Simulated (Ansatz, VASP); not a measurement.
# NbP: VASP beside Ansatz

```
CELL_PARAMETERS angstrom
0.00000 -3.34985 0.00000
3.34985 0.00000 0.00000
-1.67492 1.67492 5.74011
ATOMIC_POSITIONS crystal
Nb 0.74988 0.74988 0.49976
Nb 0.49988 0.99988 0.99976
P 0.33275 0.33275 0.66550
P 0.08275 0.58275 0.16550
```

Alike in both runs: task single point; functional PBEsol; k mesh 10 × 10 × 10; occupations gaussian, width 0.05 eV; no spin polarisation.

|  | VASP | Ansatz |
| --- | --- | --- |
| version | VASP 6.6.1 | Ansatz 0.2.0 |
| potentials or method | VASP PAW PBE potentials, release 64 (Nb_sv, P), cutoff 520 eV | scalar-relativistic, plane waves, PAW |
| valence electrons in the cell | 36 | 36 |

Ansatz gave:

* gap on the k mesh at the Fermi level (eV): none
* pressure (GPa): -6.4
* rms of the force components (eV/Å): 0.007

Problem. What did VASP give for the same quantities?

Solution. gap on the k mesh at the Fermi level (eV): none; pressure (GPa): -6.6; rms of the force components (eV/Å): 0.007.

VASP's potentials were made for PBE, not for PBEsol. Atom by atom the forces differ by 0.000 eV/Å (rms over components). A gap of «none» marks a metal or a gap that the smearing closes.
